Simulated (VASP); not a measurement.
# Sr (P6_3/mmc) in VASP: a series of runs, part 2 of 2

VASP 6.6.1. Earlier steps stand in the parts before.

### Step 4. Vibrations by perturbation theory, PBEsol

This run uses another cell than the first one, of 52.38 Å³/atom.

File INCAR:

```
SYSTEM = Sr
ALGO = Normal
EDIFF = 1E-8
ENCUT = 520
GGA = PS
IBRION = 8
ISIF = 2
ISMEAR = -1
LASPH = .TRUE.
LCHARG = .FALSE.
LREAL = .FALSE.
LWAVE = .FALSE.
NBANDS = 17
NELM = 80
NSW = 1
PREC = Accurate
SIGMA = 0.08
```

File KPOINTS:

```
k-points
0
G
  10 10 6
  0 0 0
```

File POSCAR:

```
Sr
1.0
    4.1904189781      0.0000000000      0.0000000000
   -2.0952094891      3.6290092876      0.0000000000
    0.0000000000      0.0000000000      6.8892207669
Sr
2
Direct
    0.3333333333      0.6666666667      0.2500000000
    0.6666666667      0.3333333333      0.7500000000
```

Potentials or basis: VASP PAW PBE potentials, release 64 (Sr_sv).

Run with:

```bash
$ cat potpaw_PBE.64/Sr_sv/POTCAR > POTCAR
$ mpirun -np 1 vasp_std > vasp.out
```

OUTCAR:

```text
SYSTEM = Sr
   EDIFF = 1E-8
   ENCUT = 520
   GGA = PS
   IBRION = 8
   ISIF = 2
   ISMEAR = -1
   LASPH = .TRUE.
   LREAL = .FALSE.
   NELM = 80
   NSW = 1
   PREC = Accurate

 ion  position               nearest neighbor table
   1  0.333  0.667  0.250-   2 4.21   2 4.21   2 4.21   2 4.21   2 4.21   2 4.21
   2  0.667  0.333  0.750-   1 4.21   1 4.21   1 4.21   1 4.21   1 4.21   1 4.21

  LATTYP: Found a hexagonal cell.
 ALAT       =     4.1904189781
 C/A-ratio  =     1.6440410381

  Lattice vectors:

 A1 = (   4.1904189781,   0.0000000000,   0.0000000000)
 A2 = (  -2.0952094891,   3.6290092876,   0.0000000000)
 A3 = (   0.0000000000,   0.0000000000,   6.8892207669)

Analysis of symmetry for initial positions (statically):
=====================================================================
 Subroutine PRICEL returns:
 Original cell was already a primitive cell.

 Routine SETGRP: Setting up the symmetry group for a
 hexagonal supercell.

 Subroutine GETGRP returns: Found 24 space group operations
 (whereof 12 operations were pure point group operations)
 out of a pool of 24 trial point group operations.

The static configuration has the point symmetry D_3d.
 The point group associated with its full space group is D_6h.

Analysis of symmetry for dynamics (positions and initial velocities):
=====================================================================
 Subroutine PRICEL returns:
 Original cell was already a primitive cell.

 Routine SETGRP: Setting up the symmetry group for a
 hexagonal supercell.

 Subroutine GETGRP returns: Found 24 space group operations
[... 678 lines left out ...]

------------------------ aborting loop because EDIFF is reached ----------------------------------------

[... ionic steps 5 to 5 ...]

--------------------------------------- Ionic step        6  -------------------------------------------

 Free energy of the ion-electron system (eV)
  ---------------------------------------------------
  ---------------------------------------------------
  free energy    TOTEN  =        -0.32544644 eV

  energy without entropy =       -0.32544645

------------------------ aborting loop because EDIFF is reached ----------------------------------------

 INTERNAL STRAIN TENSOR  FOR ION    1  DIRECTION 3   (eV/Angst):
 -----------------------------------------------------------------------------
     0.00181 -0.00000 -0.00000
     0.00000  0.00181  0.00000
    -0.00000  0.00000 -0.00606

 INTERNAL STRAIN TENSOR FOR ION    2 for displacements in x,y,z  (eV/Angst):
          X           Y           Z          XY          YZ          ZX
  --------------------------------------------------------------------------------
  x    -0.00000     0.00000    -0.00000     0.89920     0.00000     0.00000
  y     0.89920    -0.89920    -0.00000     0.00000     0.00000     0.00000
  z     0.00000    -0.00000     0.00000    -0.00000     0.00000     0.00000

 SECOND DERIVATIVES (NOT SYMMETRIZED)
 ------------------------------------
               1X          1Y          1Z          2X          2Y          2Z
  1X    -0.295787    0.000000    0.000000    0.295787   -0.000000    0.000000
  1Y     0.000000   -0.295787    0.000000   -0.000000    0.295787    0.000000
  1Z    -0.000000   -0.000000   -1.529214    0.000000    0.000000    1.529214
  2X     0.295787   -0.000000    0.000000   -0.295787    0.000000    0.000000
  2Y    -0.000000    0.295787    0.000000    0.000000   -0.295787    0.000000
  2Z     0.000000    0.000000    1.529214   -0.000000   -0.000000   -1.529214

 Eigenvectors and eigenvalues of the dynamical matrix
 ----------------------------------------------------

   1 f  =    2.920776 THz    18.351774 2PiTHz   97.426587 cm-1    12.079352 meV
             X         Y         Z           dx          dy          dz
     -0.000000  2.419340  1.722305     0.000000    0.000000    0.707107
      2.095209  1.209670  5.166916    -0.000000    0.000000   -0.707107
[... 11 lines left out ...]
   4 f  =    0.000000 THz     0.000000 2PiTHz    0.000000 cm-1     0.000000 meV
             X         Y         Z           dx          dy          dz
     -0.000000  2.419340  1.722305    -0.555809   -0.404449   -0.165822
      2.095209  1.209670  5.166916    -0.555809   -0.404449   -0.165822

   5 f/i=    0.000000 THz     0.000000 2PiTHz    0.000000 cm-1     0.000000 meV
             X         Y         Z           dx          dy          dz
     -0.000000  2.419340  1.722305    -0.437108    0.512001    0.216313
      2.095209  1.209670  5.166916    -0.437108    0.512001    0.216313

   6 f/i=    0.000000 THz     0.000000 2PiTHz    0.000001 cm-1     0.000000 meV
             X         Y         Z           dx          dy          dz
     -0.000000  2.419340  1.722305     0.003658   -0.272535    0.652466
      2.095209  1.209670  5.166916     0.003658   -0.272535    0.652466

--------------------------------------------------------------------------------------------------------

 ELASTIC MODULI CONTR FROM IONIC RELAXATION (kBar)
 Direction    XX          YY          ZZ          XY          YZ          ZX
 --------------------------------------------------------------------------------
 XX         -41.8048     41.8048      0.0000      0.0000     -0.0000      0.0000
 YY          41.8048    -41.8048     -0.0000      0.0000      0.0000      0.0000
 ZZ           0.0000     -0.0000     -0.0000      0.0000      0.0000      0.0000
 XY           0.0000      0.0000      0.0000    -41.8048      0.0000      0.0000
 YZ          -0.0000      0.0000      0.0000      0.0000     -0.0000      0.0000
 ZX           0.0000      0.0000      0.0000      0.0000      0.0000      0.0000
 --------------------------------------------------------------------------------
```

OSZICAR:

```text
N       E                     dE             d eps       ncg     rms          rms(c)
DAV:   1     0.107005046419E+03    0.10701E+03   -0.94785E+03  1912   0.997E+02
DAV:   2     0.453367715196E+01   -0.10247E+03   -0.10096E+03  2431   0.228E+02
DAV:   3    -0.357556048640E+01   -0.81092E+01   -0.80808E+01  3553   0.464E+01
DAV:   4    -0.370361119752E+01   -0.12805E+00   -0.12794E+00  2429   0.592E+00
[... 70 lines left out ...]
RMM:  27    -0.325446455706E+00   -0.43962E-08   -0.49478E-07  5827   0.474E-04    0.288E-05
RMM:  28    -0.325446455466E+00    0.24005E-09   -0.63115E-07  5762   0.470E-04    0.316E-05
RMM:  29    -0.325446448306E+00    0.71599E-08   -0.53756E-07  5806   0.468E-04    0.331E-05
RMM:  30    -0.325446440282E+00    0.80243E-08   -0.65691E-07  5890   0.465E-04    0.331E-05
 Linear response finished
```

It took 10 min on 1 thread of Intel Xeon 6975P-C (Granite Rapids), shared host; peak memory 0.79 GiB.

What came out:

| Quantity | Value |
| --- | --- |
| Highest phonon frequency at Γ | 97 cm⁻¹ |

Phonon frequencies in cm⁻¹ (negative: imaginary):
| q point | frequencies |
| --- | --- |
| (0.000, 0.000, 0.000) | 0 0 0 43 43 97 |

Caveat: the PAW data sets were made with another functional, which shifts forces and pressure a little.
